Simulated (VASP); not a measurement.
Here is a VASP 6.6.1 calculation.

The input INCAR:

```
SYSTEM = Ir
  ALGO = Normal
  EDIFF = 1E-6
  ENCUT = 520
  GGA = PE
  ISIF = 2
  ISMEAR = -1
  LASPH = .TRUE.
  LCHARG = .TRUE.
  LELF = .TRUE.
  LREAL = .FALSE.
  LVHAR = .TRUE.
  LWAVE = .FALSE.
  NBANDS = 16
  NELM = 100
  PREC = Accurate
  SIGMA = 0.05
```

Contents of KPOINTS:

```
k-points
0
G
  9 9 5
  0 0 0
```

The input POSCAR:

```
Ir
1.0
    2.7513778946      0.0000000000      0.0000000000
   -1.3756889473      2.3827631521      0.0000000000
    0.0000000000      0.0000000000      4.5515358000
Ir
2
Direct
    0.3333333333      0.6666666667      0.2500000000
    0.6666666667      0.3333333333      0.7500000000
```

Potentials or basis: VASP PAW PBE potentials, release 64 (Ir).

Command:

```sh
$ cat potpaw_PBE.64/Ir/POTCAR > POTCAR
$ mpirun -np 1 vasp_std > vasp.out
```

Problem. What does it give for the band gap on the k mesh?

Solution. Zero (band 9 reaches 10.39 eV, above the bottom of band 10 at 7.60 eV).

Problem. Estimate the pressure.

Solution. -7.4 GPa.

Stress tensor (GPa, compression positive):
```
 -4.56   0.00   0.00
  0.00  -4.56   0.00
  0.00   0.00 -12.99
```

Caveat: spin-orbit coupling is left out, which moves the levels of the heavy elements.
